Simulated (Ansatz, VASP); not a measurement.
# SnW in VASP and in Ansatz

```
Sn W
1.0
     3.33079    0.00000    0.00000
     0.00000    3.33079    0.00000
     0.00000    0.00000    3.33079
Sn W
1 1
Direct
  0.00000 0.00000 0.00000
  0.50000 0.50000 0.50000
```

Change from the starting cell: species swapped into the LiPd type (Pm-3m, No. 221).

Alike in both runs: functional PBE; k mesh 16 × 16 × 16; occupations gaussian, width 0.1 eV; no spin polarisation.

Ansatz relaxed the structure, and its values are those at the end. VASP's run is a single point on that final structure, the one shown.

|  | VASP | Ansatz |
| --- | --- | --- |
| version | VASP 6.6.1 | Ansatz 0.2.0 |
| potentials or method | VASP PAW PBE potentials, release 64 (Sn_d, W_sv), cutoff 520 eV | scalar-relativistic, plane waves, PAW |
| valence electrons in the cell | 28 | 28 |

Ansatz gave:

| Property | Result |
| --- | --- |
| gap on the k mesh at the Fermi level (eV) | none |
| pressure (GPa) | 0.0 |

**Question.** Estimate VASP's values.

**Answer.** gap on the k mesh at the Fermi level (eV): none; pressure (GPa): 0.1.

A gap of «none» marks a metal or a gap that the smearing closes. The functional is the same, so the differences come from potentials, cutoffs and numerics.

Neither program's run includes spin-orbit coupling.
